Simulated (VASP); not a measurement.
Here is a VASP 6.6.1 calculation.

Contents of INCAR:

```
PREC     = Accurate       # precision mode
ENCUT    = 520            # plane-wave cutoff, eV
EDIFF    = 1E-6           # SCF threshold, eV
ISMEAR   = 0              # smearing method
SIGMA    = 0.02           # smearing width, eV
LREAL    = False          # projectors in reciprocal space
LASPH    = True           # aspherical terms in the spheres
NELM     = 80             # most SCF steps
ALGO     = Normal         # electronic algorithm
ISIF     = 2              # what is computed and relaxed
LWAVE    = False          # write WAVECAR
LCHARG   = True           # write CHGCAR
LDIPOL   = True         
IDIPOL   = 3            
DIPOL    = 0.5 0.5 0.500
GGA      = PE             # functional
IVDW     = 12             # dispersion correction
LELF     = True           # ELF
LVHAR    = True         
LVACPOTAV= True         
NBANDS   = 12             # bands
```

Contents of KPOINTS:

```
Automatic mesh
0
Gamma
  9 9 1
```

Contents of POSCAR:

```
P
1.0
    3.2610000000      0.0000000000      0.0000000000
   -1.6305000000      2.8241088418      0.0000000000
    0.0000000000      0.0000000000     28.0000000000
P
2
Direct
    0.3333333333      0.6666666667      0.5047678571
    0.6666666667      0.3333333333      0.4952321429
```

Potentials or basis: VASP PAW PBE potentials, release 64 (P).

The run is started by

```bash
$ cat potpaw_PBE.64/P/POTCAR > POTCAR
$ mpirun -np 1 vasp_std > vasp.out
```

Q: What does it give for the band gap on the k mesh?

A: Zero (band 5 reaches -1.62 eV, above the bottom of band 6 at -3.65 eV).

Q: Estimate the dispersion energy per atom.

A: -0.222 eV.

Q: Estimate the largest force.

A: 2.491 eV/Å.

Forces on the atoms (eV/Å):
```
P    0.000  0.000  2.491
P    0.000  0.000 -2.491
```
